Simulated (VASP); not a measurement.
Wanted: the native input for a VASP 6.6.1 run.

```
Task                   : single point
Functional             : r2SCAN
Potentials or basis    : VASP PAW PBE potentials, release 64 (Mg, B)
Cutoff                 : 520 eV
k mesh                 : 8 × 8 × 6
Occupations            : gaussian, width 0.05 eV
Spin                   : no spin polarisation
Dipole correction      : no
Further INCAR settings : ALGO = Normal; EDIFF = 1e-06; NBANDS = 11
```

The system is MgB2.

```
Mg B
1.0
     3.04533    0.00000    0.00000
    -1.52266    2.63733    0.00000
     0.00000    0.00000    3.41922
Mg B
1 2
Direct
  0.00000 0.00000 0.00000
  0.33333 0.66667 0.50000
  0.66667 0.33333 0.50000
```

The input as run:

POSCAR

```
MgB2
1.0
    3.0453283109      0.0000000000      0.0000000000
   -1.5226641555      2.6373316801      0.0000000000
    0.0000000000      0.0000000000      3.4192190189
Mg B
1 2
Direct
    0.0000000000      0.0000000000      0.0000000000
    0.3333333333      0.6666666667      0.5000000000
    0.6666666667      0.3333333333      0.5000000000
```

INCAR.step1

```
PREC = Accurate ; ENCUT = 520
ISMEAR = 0 ; SIGMA = 0.05
LREAL = F ; LASPH = T
NELM = 100 ; NBANDS = 11
GGA = PE ; ALGO = Normal
EDIFF = 1E-4 ; LWAVE = T
LCHARG = F
```

INCAR.step2

```
PREC = Accurate ; ENCUT = 520
EDIFF = 1E-6 ; ISMEAR = 0
SIGMA = 0.05 ; LREAL = F
LASPH = T ; NELM = 100
ALGO = Normal ; ISIF = 2
LWAVE = F ; LCHARG = F
METAGGA = R2SCAN ; LMIXTAU = T
NBANDS = 11 ; ISTART = 1
```

KPOINTS

```
regular mesh
0
Gamma
  8 8 6
```

Potentials or basis: VASP PAW PBE potentials, release 64 (Mg, B).

Command:

```console
$ cat potpaw_PBE.64/Mg/POTCAR potpaw_PBE.64/B/POTCAR > POTCAR
$ cp INCAR.step1 INCAR
$ mpirun -np 1 vasp_std > vasp.out
$ cp INCAR.step2 INCAR
$ mpirun -np 1 vasp_std > vasp.out
```

It gave:

- Pressure: 6.0 GPa
- Band gap on the k mesh: zero (bands 4 and 5 overlap by 2.89 eV)

Caveat: the cell stands under pressure; the PAW data sets were made with another functional, which shifts forces and pressure a little.

It took 27 s on 1 thread of Intel(R) Xeon(R) Platinum 8375C CPU @ 2.90GHz (Ice Lake), with other jobs on the host, peak memory 0.15 GiB.
